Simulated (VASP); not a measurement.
# Al in VASP: single point with r2SCAN

Aim: the single point of Al with r2SCAN.

Program: VASP 6.6.1. These are calculated values, not measurements. Logs are shortened: lines on timing, memory, paths and dates and some standing lists are left out, and cuts for length are marked.

### 1 The cell of the first run

The cell holds a disordered packing, 11 atoms: a = 5.501 Å, b = 6.380 Å, c = 5.665 Å, α = 101.81°, β = 89.54°, γ = 75.20°.

### 2 Single point, r2SCAN

The input, POSCAR:

```
Al
1.0
    5.4429385482      0.7960783646      0.0598947618
    0.7309286487      6.3100216373     -0.5967830944
    0.0792869928     -0.6488227391      5.6268979453
Al
11
Direct
    0.0401122313      0.6804259623     -0.0001085795
    0.5303115057      0.6839117878      0.9998060571
    1.0363332630      0.6921192678      0.4937304704
    0.8676328886      0.3604722631      0.6654684028
    0.8678573237      0.3603610327      0.1653050637
    0.2024622610      0.0306427405      0.8358112303
    0.5330972003      0.6898113174      0.4953676133
    0.2048895410      0.0369731267      0.3315735322
    0.6948513844      1.0406152286      0.3313463086
    0.3676638155      0.3603249225      0.6659942182
    0.6990871175      0.0285264739      0.8372905147
```

The input, INCAR.step1:

```
  PREC = Accurate
  ENCUT = 520
  ISMEAR = 0
  SIGMA = 0.1
  LREAL = False
  LASPH = True
  NELM = 80
  NBANDS = 28
  ISYM = 0
  GGA = PE
  ALGO = Normal
  EDIFF = 1E-4
  LWAVE = True
  LCHARG = False
```

The input, INCAR.step2:

```
  PREC = Accurate
  ENCUT = 520
  EDIFF = 1E-6
  ISMEAR = 0
  SIGMA = 0.1
  LREAL = False
  LASPH = True
  NELM = 80
  ALGO = Normal
  ISIF = 2
  LWAVE = False
  LCHARG = True
  METAGGA = R2SCAN
  LMIXTAU = True
  LELF = True
  LVHAR = True
  NBANDS = 28
  ISYM = 0
  ISTART = 1
```

The input, KPOINTS:

```
Automatic mesh
0
Gamma
  3 3 2
  0 0 0.5
```

Potentials or basis: VASP PAW PBE potentials, release 64 (Al).

On the command line:

```
> cat potpaw_PBE.64/Al/POTCAR > POTCAR
> cp INCAR.step1 INCAR
> mpirun -np 1 vasp_std > vasp.out
> cp INCAR.step2 INCAR
> mpirun -np 1 vasp_std > vasp.out
```

OUTCAR:

```text
PREC = Accurate
   ENCUT = 520
   EDIFF = 1E-6
   ISMEAR = 0
   LREAL = False
   LASPH = True
   NELM = 80
   ISIF = 2
   METAGGA = R2SCAN
   ISYM = 0
   ISTART = 1

 ion  position               nearest neighbor table
   1  0.040  0.680  1.000-   2 2.70  10 2.73   5 2.78   3 2.78   2 2.80  11 2.83   4 2.84   3 2.88
                             9 2.89   6 2.92   8 2.98
   2  0.530  0.684  1.000-   1 2.70   5 2.73   4 2.77   1 2.80   6 2.80   7 2.80   8 2.82  10 2.83
                             7 2.87  11 2.90   9 2.98
   3  0.036  0.692  0.494-   7 2.73  10 2.77   7 2.77   1 2.78  11 2.83   9 2.84   4 2.85   5 2.87
                             1 2.88   8 2.90   6 2.93
   4  0.868  0.360  0.665-  10 2.75  10 2.75   7 2.76   6 2.76   8 2.77   2 2.77   5 2.83   5 2.83
                             9 2.84   1 2.84   3 2.85  11 2.85
   5  0.868  0.360  0.165-   2 2.73   8 2.73   6 2.77   7 2.77   1 2.78   9 2.78   4 2.83   4 2.83
                             3 2.87  11 2.87
   6  0.202  0.031  0.836-  11 2.73   4 2.76   5 2.77  11 2.77   2 2.80   8 2.80   7 2.82  10 2.82
                             8 2.86   1 2.92   3 2.93
   7  0.533  0.690  0.495-   3 2.73   4 2.76   5 2.77   3 2.77   2 2.80   8 2.80   6 2.82  10 2.82
                             2 2.87   9 2.92  11 2.93
   8  0.205  0.037  0.332-   9 2.70   5 2.73   4 2.77   9 2.80   6 2.80   7 2.80   2 2.82  10 2.83
                             6 2.86   3 2.90   1 2.98
   9  0.695  0.041  0.331-   8 2.70  10 2.74   5 2.78  11 2.78   8 2.80   3 2.84   4 2.84  11 2.88
                             1 2.89   7 2.92   2 2.98
  10  0.368  0.360  0.666-   1 2.73   9 2.74   4 2.75   4 2.75  11 2.76   3 2.77   6 2.82   7 2.82
                             2 2.83   8 2.83
  11  0.699  0.029  0.837-   6 2.73  10 2.76   6 2.77   9 2.78   3 2.83   1 2.83   4 2.85   5 2.87
                             9 2.88   2 2.90   7 2.93

IMPORTANT INFORMATION: All symmetrisations will be switched off!
NOSYMM: (Re-)initialisation of all symmetry stuff for point group C_1.

----------------------------------------------------------------------------------------

                                     Primitive cell

  volume of cell :     187.7784

  direct lattice vectors                    reciprocal lattice vectors
     5.442938548  0.796078365  0.059894762     0.187021722 -0.022154720 -0.005189871
     0.730928649  6.310021637 -0.596783094    -0.024061940  0.163075782  0.019142888
     0.079286993 -0.648822739  5.626897945    -0.004542713  0.017531475  0.179803332

  length of vectors
     5.501173346  6.380186503  5.664736345     0.188400878  0.165949202  0.180713107

  position of ions in fractional coordinates (direct lattice)
     0.040112231  0.680425962  0.999891420
     0.530311506  0.683911788  0.999806057
[... 94 lines left out ...]
   ISMEAR =     0;   SIGMA  =   0.10  broadening in eV -4-tet -1-fermi 0-gaus
   EFERMI_NEDOS =   21; number of points for ismear=-14 and -15
   IALGO  =     38    algorithm
   IMIX   =      4    mixing-type and parameters
     AMIX     =   0.40;   BMIX     =  1.00
     AMIX_MAG =   1.60;   BMIX_MAG =  1.00
  volume/ion in A,a.u.               =      17.07       115.20
  Fermi-wavevector in a.u.,A,eV,Ry     =   0.916989  1.732858 11.440722  0.840869
  Thomas-Fermi vector in A             =   2.041907
   LORBIT       =      0    0 simple, 1 ext, 2 COOP (PROOUT), +10 PAW based schemes
   METAGGA = R2SCAN    functional components
   LHFCALC =     F    Hartree Fock is set to
   AEXX    =    0.0000 exact exchange contribution
   IVDW    =     0    specifies the selected vdW correction
   LEPSILON=     F    determine dielectric tensor
   LRPA    =     F    only Hartree local field effects (RPA)
 non-spin polarized calculation
 Gauss-broadening in eV      SIGMA  =   0.10
  energy-cutoff  :      520.00
  volume of cell :      187.78
 maximum number of plane-waves:      5073
 NGX is ok and might be reduce to    42
   NGX = 21   NGY = 23   NGZ = 21

 number of electron      33.0000000 magnetization

 Free energy of the ion-electron system (eV)
  ---------------------------------------------------
  ext. energy  EPLUGINS =         0.00000000
  ---------------------------------------------------
  free energy    TOTEN  =       -73.69727788 eV

  energy without entropy =      -73.68654547  energy(sigma->0) =      -73.69191167

 E-fermi :   7.4729     XC(G=0): -10.6636

 val. band max:        7.4496327882   @ k =  -0.3333  -0.3333   0.2500
 cond. band min:       7.6197640821   @ k =  -0.3333  -0.3333   0.2500
 fundamental gap:      0.1701312939
 Fermi energy:         7.4728960028

 k-point     1 :      -0.0000   -0.0000    0.2500
  band No.  band energies     occupation
      1      -3.8390      2.00000
      2      -1.3025      2.00000
      3      -0.0594      2.00000
      4       0.7572      2.00000
      5       1.3501      2.00000
      6       1.5677      2.00000
[... 268 lines left out ...]
     27      11.5399      0.00000
     28      11.9131      0.00000

------------------------ aborting loop because EDIFF is reached ----------------------------------------

  FORCE on cell =-STRESS in cart. coord.  units (eV):
  Direction    XX          YY          ZZ          XY          YZ          ZX
  --------------------------------------------------------------------------------------
  -------------------------------------------------------------------------------------
  Total       -0.2220518     -0.1260711     -0.3914046     -0.0457469     -0.2234585      0.0212236
  in kB       -1.8946070     -1.0756732     -3.3395719     -0.3903248     -1.9066101      0.1810859
  external PRESSURE =      -2.1032840 kB  Pullay stress =       0.0000000 kB

 VOLUME and BASIS-vectors are now :
 -----------------------------------------------------------------------------
  energy-cutoff  :      520.00
  volume of cell :      187.78
      direct lattice vectors                 reciprocal lattice vectors
     5.442938548  0.796078365  0.059894762     0.187021722 -0.022154720 -0.005189871
     0.730928649  6.310021637 -0.596783094    -0.024061940  0.163075782  0.019142888
     0.079286993 -0.648822739  5.626897945    -0.004542713  0.017531475  0.179803332

 POSITION                                       TOTAL-FORCE (eV/Angst)
 -----------------------------------------------------------------------------------
      0.79495      3.67668      5.22262         0.010522      0.008465     -0.017247
      3.46562      4.08897      5.24942        -0.007466      0.003177     -0.012180
      0.74280      4.07587      2.36730         0.004898      0.015699      0.019298
      5.03871      2.53352      3.58137         0.001531     -0.004045      0.002324
      5.00020      2.85751      0.76708        -0.002495     -0.001178      0.003929
      1.19066     -0.18776      4.69686         0.005169     -0.002734     -0.011510
      3.44509      4.45571      2.40765        -0.011199      0.006902      0.008678
      1.16852      0.18128      1.85594         0.006167     -0.007106      0.010559
      3.83799      0.59445      1.88183        -0.004111     -0.007666      0.016504
      2.31735      2.13424      3.55447        -0.001226      0.003612     -0.003058
      3.89233      0.19328      4.73620        -0.001788     -0.015126     -0.017297
 -----------------------------------------------------------------------------------
    total drift:                                0.002037     -0.000851     -0.001741

  FREE ENERGIE OF THE ION-ELECTRON SYSTEM (eV)
  ---------------------------------------------------
  free  energy   TOTEN  =       -73.6972778806 eV

  energy  without entropy=      -73.6865454669  energy(sigma->0) =      -73.69191167
```

OUTCAR.step1:

```text
PREC = Accurate
   ENCUT = 520
   ISMEAR = 0
   LREAL = False
   LASPH = True
[... 491 lines left out ...]
      1.16852      0.18128      1.85594         0.038575      0.056180     -0.016805
      3.83799      0.59445      1.88183        -0.039552      0.047794     -0.010063
      2.31735      2.13424      3.55447        -0.001540      0.003611     -0.002691
      3.89233      0.19328      4.73620        -0.034444      0.019732      0.019597
 -----------------------------------------------------------------------------------
    total drift:                               -0.000001      0.000003      0.000026

  FREE ENERGIE OF THE ION-ELECTRON SYSTEM (eV)
  ---------------------------------------------------
  free  energy   TOTEN  =       -40.8639652096 eV

  energy  without entropy=      -40.8529600961  energy(sigma->0) =      -40.85846265
```

It took 5.1 min on 1 thread of Intel Xeon 8259CL, shared host; peak memory 0.29 GiB.

What came out:

```
Free energy            : -73.6973 eV
Pressure               : -0.2 GPa
Largest force          : 0.025 eV/Å
Band gap on the k mesh : zero (an odd number of electrons rules out a gap without spin polarisation)
```

Forces in eV/Å, atoms in the order of the input:
```
Al   0.011  0.008 -0.017
Al  -0.007  0.003 -0.012
Al   0.005  0.016  0.019
Al   0.002 -0.004  0.002
Al  -0.002 -0.001  0.004
Al   0.005 -0.003 -0.012
Al  -0.011  0.007  0.009
Al   0.006 -0.007  0.011
Al  -0.004 -0.008  0.017
Al  -0.001  0.004 -0.003
Al  -0.002 -0.015 -0.017
```

Stress tensor (GPa, compression positive):
```
-0.19 -0.04  0.02
-0.04 -0.11 -0.19
 0.02 -0.19 -0.33
```

Caveat: the k points lie up to 0.57 Å⁻¹ apart, too coarse for converged energies and pressures of a metal; the PAW data sets were made with another functional, which shifts forces and pressure a little.

The gap in the log of VASP goes by the Fermi energy; the results here count the filled bands.